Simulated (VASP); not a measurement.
A run of VASP 6.6.1 is set up as follows.

Contents of INCAR:

```
PREC = Accurate ; ENCUT = 520
EDIFF = 1E-8 ; ISMEAR = 0
SIGMA = 0.01 ; LREAL = F
LASPH = T ; NELM = 100
ALGO = Normal ; ISIF = 2
LWAVE = F ; LCHARG = F
GGA = PE ; NBANDS = 11
IBRION = 8 ; NSW = 1
LEPSILON = T
```

The input KPOINTS:

```
regular mesh
0
Gamma
  12 12 12
```

POSCAR

```
SiC
1.0
    0.0000000000      2.1447611017      2.1447611017
    2.1447611017      0.0000000000      2.1447611017
    2.1447611017      2.1447611017      0.0000000000
Si C
1 1
Direct
    0.0000000000      0.0000000000      0.0000000000
    0.7500000000      0.7500000000      0.7500000000
```

Potentials or basis: VASP PAW PBE potentials, release 64 (Si, C).

Command:

```console
$ cat potpaw_PBE.64/Si/POTCAR potpaw_PBE.64/C/POTCAR > POTCAR
$ mpirun -np 1 vasp_std > vasp.out
```

Task: What does it give for the electronic dielectric tensor (diagonal)?

Result: 6.86.

Task: What does it give for the Born charges (mean of the diagonal)?

Result: Si +2.73; C -2.73 e.

Task: Predict the highest phonon frequency at Γ, LO-TO splitting left out.

Result: 831 cm⁻¹.

Electronic dielectric tensor:
```
6.86 0.00 0.00
0.00 6.86 0.00
0.00 0.00 6.86
```

Caveat: the cell wasn't relaxed at this level first, which shifts response properties.
